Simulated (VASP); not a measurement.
The system is Hf.

```
CELL_PARAMETERS angstrom
0.00000 2.23672 2.23672
2.23672 0.00000 2.23672
2.23672 2.23672 0.00000
ATOMIC_POSITIONS crystal
Hf 0.00000 0.00000 0.00000
```

```yaml
Program: VASP 6.6.1
Task: relaxation of cell and atoms
Functional: PBEsol
Potentials_or_basis: VASP PAW PBE potentials, release 64 (Hf_pv)
Cutoff: 600 eV
k_mesh: 12 × 12 × 12
Occupations: fermi-dirac, width 0.1 eV
Spin: no spin polarisation
```

At the start: pressure -4.0 GPa; volume 22.38 Å³/atom.

Problem. How do energy, volume and symmetry change on relaxing?

Solution. Over 3 steps the energy falls by 11.4 meV/atom and the volume is 21.51 Å³/atom (-3.9 %); space group Fm-3m (No. 225, to 0.05 Å).

Step by step:
```tsv
step	energy change (eV)	largest force (eV/Å)	pressure (GPa)	volume (Å³)
1	0.0000	0.0000	-4.04	22.38
2	0.0019	0.0000	4.91	20.60
3	-0.0114	0.0000	-0.04	21.51
```

Final structure:
```xyz
1
Lattice="0.0000 2.2072 2.2072 2.2072 0.0000 2.2072 2.2072 2.2072 0.0000" Properties=species:S:1:pos:R:3 pbc="T T T"
Hf    0.0000    0.0000    0.0000
```

Caveat: the PAW data sets were made with another functional, which shifts forces and pressure a little.
